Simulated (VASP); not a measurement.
# Hf: single point with PBEsol

The system is Hf.

```xyz
1
Lattice="-1.7691 1.7691 1.7691 1.7691 -1.7691 1.7691 1.7691 1.7691 -1.7691" Properties=species:S:1:pos:R:3 pbc="T T T"
Hf    0.0000    0.0000    0.0000
```

This cell differs from its parent crystal: volume scaled by 1.04.

| Quantity | Value |
| --- | --- |
| Program | VASP 6.6.1 |
| Task | single point |
| Functional | PBEsol |
| Potentials or basis | VASP PAW PBE potentials, release 64 (Hf_pv) |
| Cutoff | 520 eV |
| k mesh | 14 × 14 × 14 |
| Occupations | fermi-dirac, width 0.1 eV |
| Spin | no spin polarisation |
| Dipole correction | no |
| Further INCAR settings | ALGO = Normal; EDIFF = 1e-06; NBANDS = 11 |

```json
{"Pressure": "-4.0 GPa", "Band gap on the k mesh": "zero (band 5 reaches 6.00 eV, above the bottom of band 6 at 3.73 eV)"}
```

Levels at points of the mesh, in eV from the Fermi level:
| k point | band 1 | band 2 | band 3 | band 4 | band 5 | band 6 | band 7 | band 8 | band 9 | band 10 |
| --- | --- | --- | --- | --- | --- | --- | --- | --- | --- | --- |
| (0.00, 0.00, 0.00) | -29.73 | -29.73 | -29.73 | -7.06 | 1.53 | 1.53 | 1.53 | 4.35 | 4.35 | 13.38 |
| (0.50, 0.00, 0.00) | -30.58 | -30.01 | -29.73 | -3.40 | -0.51 | 1.14 | 4.18 | 5.20 | 7.72 | 10.31 |
| (0.50, 0.50, 0.50) | -30.33 | -30.33 | -30.33 | -2.60 | -2.60 | 6.87 | 6.87 | 6.87 | 7.32 | 7.32 |

Wall time 17 s on 1 thread of Intel Xeon 8259CL, on a shared host, peak memory 0.15 GiB.

Caveat: the PAW data sets were made with another functional, which shifts forces and pressure a little; spin-orbit coupling is left out, which moves the levels of the heavy elements.
